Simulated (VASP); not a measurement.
Set up this calculation in VASP 6.6.1, as the native input.

```yaml
Task: electric field gradients
Functional: PBE
Potentials_or_basis: VASP PAW PBE potentials, release 64 (Nb_sv, Sb)
Cutoff: 520 eV
k_mesh: 11 × 11 × 10
Occupations: fermi-dirac, width 0.05 eV
Spin: no spin polarisation
Dipole_correction: no
Further_INCAR_settings: ALGO = Normal; EDIFF = 1e-08; NBANDS = 16
```

The structure of NbSb (WC type) lies in POSCAR:

```
NbSb
1.0
    3.5592036067      0.0000000000      0.0000000000
   -1.7796018034      3.0823607406      0.0000000000
    0.0000000000      0.0000000000      3.7746578681
Nb Sb
1 1
Direct
    0.0000000000      0.0000000000      0.0000000000
    0.3333333333      0.6666666667      0.5000000000
```

This cell differs from its parent crystal: volume scaled by 0.97.

One way to write it, as run:

INCAR

```
SYSTEM = NbSb
PREC = Accurate ; ENCUT = 520
EDIFF = 1E-8 ; ISMEAR = -1
SIGMA = 0.05 ; LREAL = .False.
LASPH = .True. ; NELM = 100
ALGO = Normal ; ISIF = 2
LWAVE = .False. ; LCHARG = .False.
GGA = PE ; LEFG = .True.
NBANDS = 16
```

KPOINTS

```
Automatic mesh
0
Gamma
  11 11 10
  0 0 0
```

Potentials or basis: VASP PAW PBE potentials, release 64 (Nb_sv, Sb).

Command:

```console
$ cat potpaw_PBE.64/Nb_sv/POTCAR potpaw_PBE.64/Sb/POTCAR > POTCAR
$ mpirun -np 1 vasp_std > vasp.out
```

Results of the run:

```
Pressure               : 3.9 GPa
Band gap on the k mesh : zero (band 9 reaches 10.81 eV, above the bottom of band 10 at 10.46 eV)
```

Caveat: without QUAD_EFG the Cq values of the log hold for a quadrupole moment of 1 mb, not for the nuclei; spin-orbit coupling is left out, which moves the levels of the heavy elements.

It took 56 s on 1 thread of Intel(R) Xeon(R) Platinum 8375C CPU @ 2.90GHz (Ice Lake), with other jobs on the host, peak memory 0.2 GiB.
